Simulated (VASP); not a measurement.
Here is a VASP 6.6.1 calculation.

Contents of INCAR:

```
SYSTEM = I
ALGO = Normal ; EDIFF = 1E-7
ENCUT = 520 ; GGA = PE
ISIF = 2 ; ISMEAR = -1
LASPH = .TRUE. ; LCHARG = .FALSE.
LREAL = .FALSE. ; LWAVE = .FALSE.
NBANDS = 10 ; NELM = 80
PREC = Accurate ; SIGMA = 0.08
```

Contents of KPOINTS:

```
k-points
0
G
  12 12 12
  0 0 0
```

File POSCAR:

```
I
1.0
    2.9575394937      0.0000000000      0.0000000000
   -1.4787697469      2.5613043343      0.0000000000
    0.0000000000      0.0000000000      2.7704549593
I
1
Direct
    0.0000000000      0.0000000000      0.0000000000
```

Potentials or basis: VASP PAW PBE potentials, release 64 (I).

The run is started by

```bash
$ cat potpaw_PBE.64/I/POTCAR > POTCAR
$ mpirun -np 1 vasp_std > vasp.out
```

Task: What does it give for the pressure?

Result: 67.4 GPa.

Stress tensor (GPa, compression positive):
```
67.22  0.00  0.00
 0.00 67.22  0.00
 0.00  0.00 67.85
```

Caveat: an odd number of electrons without spin polarisation forces a metal; a magnetic or distorted state may lie lower.
